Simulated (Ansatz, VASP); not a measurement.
## One calculation of BAs, two programs

INCAR

```
ALGO = Normal
EDIFF = 1E-8
ENCUT = 520
ISIF = 2
ISMEAR = -1
LASPH = T
LCHARG = F
LEFG = T
LREAL = F
LWAVE = F
NBANDS = 11
NELM = 100
PREC = Accurate
SIGMA = 0.01
```

KPOINTS

```
k-points
0
Gamma
  6 6 6
```

The input POSCAR:

```
BAs
1.0
    0.0000000000      2.4096270000      2.4096270000
    2.4096270000      0.0000000000      2.4096270000
    2.4096270000      2.4096270000      0.0000000000
B As
1 1
Direct
    0.7500000000      0.7500000000      0.7500000000
    0.0000000000      0.0000000000      0.0000000000
```

Input for Ansatz:

```yaml
crystal:
  lattice:
    - [0.0, 2.409627, 2.409627]
    - [2.409627, 0.0, 2.409627]
    - [2.409627, 2.409627, 0.0]
  atoms:
    - { symbol: B, position: [0.75, 0.75, 0.75] }
    - { symbol: As, position: [0.0, 0.0, 0.0] }
kpoints:
  mp_grid: { grid: [6, 6, 6] }
scf:
  occupations: { method: fermi_dirac, width: 0.01 }
hamiltonian:
  xc: lda
  pseudopotentials: { kind: paw }
output:
  forces: true
  stress: true
  eigenvalues: true
  efg: { contact_densities: true }
```

Alike in both runs: task electric field gradients; functional LDA; k mesh 6 × 6 × 6; occupations fermi-dirac, width 0.01 eV; no spin polarisation.

|  | VASP | Ansatz |
| --- | --- | --- |
| version | VASP 6.6.1 | Ansatz 0.2.0 |
| potentials or method | VASP PAW LDA potentials, release 64 (B, As) | PAW with Ansatz's default frozen-core files, scalar-relativistic |
| plane-wave cutoff (eV) | 520 | 420 |
| valence electrons in the cell | 8 | 18 |

|  | VASP | Ansatz | Ansatz less VASP |
| --- | --- | --- | --- |
| gap on the k mesh at the Fermi level (eV) | 1.24 | 1.25 | +0.006 |
| pressure (GPa) | -6.4 | -7.2 | -0.74 |

LDA's correlation is that of Perdew and Zunger in VASP and of Perdew and Wang (1992) in Ansatz. VASP's potentials hold 8 valence electrons a cell and Ansatz's 18, so a difference there can come from the potentials and not from the codes.
